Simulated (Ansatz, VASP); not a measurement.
## ZnSe in VASP and in Ansatz

```
CELL_PARAMETERS angstrom
0.00000 2.83697 2.83697
2.83697 0.00000 2.83697
2.83697 2.83697 0.00000
ATOMIC_POSITIONS crystal
Zn 0.00000 0.00000 0.00000
Se 0.25000 0.25000 0.25000
```

Alike in both runs: task single point; functional PBE; k mesh 8 × 8 × 8; occupations gaussian, width 0.02 eV; no spin polarisation.

|  | VASP | Ansatz |
| --- | --- | --- |
| version | VASP 6.6.1 | Ansatz 0.2.0 |
| potentials or method | VASP PAW PBE potentials, release 64 (Zn, Se), cutoff 520 eV | scalar-relativistic, plane waves, PAW |
| valence electrons in the cell | 18 | 28 |

VASP gave:

| Quantity | Value |
| --- | --- |
| gap on the k mesh at the Fermi level (eV) | 1.28 |
| least direct gap on the mesh (eV) | 1.28 |
| pressure (GPa) | 2.1 |

Question: Estimate Ansatz's values.

Answer: gap on the k mesh at the Fermi level (eV): 1.27; least direct gap on the mesh (eV): 1.27; pressure (GPa): 1.9.

VASP's potentials hold 18 valence electrons a cell and Ansatz's 28, so a difference there can come from the potentials and not from the codes.
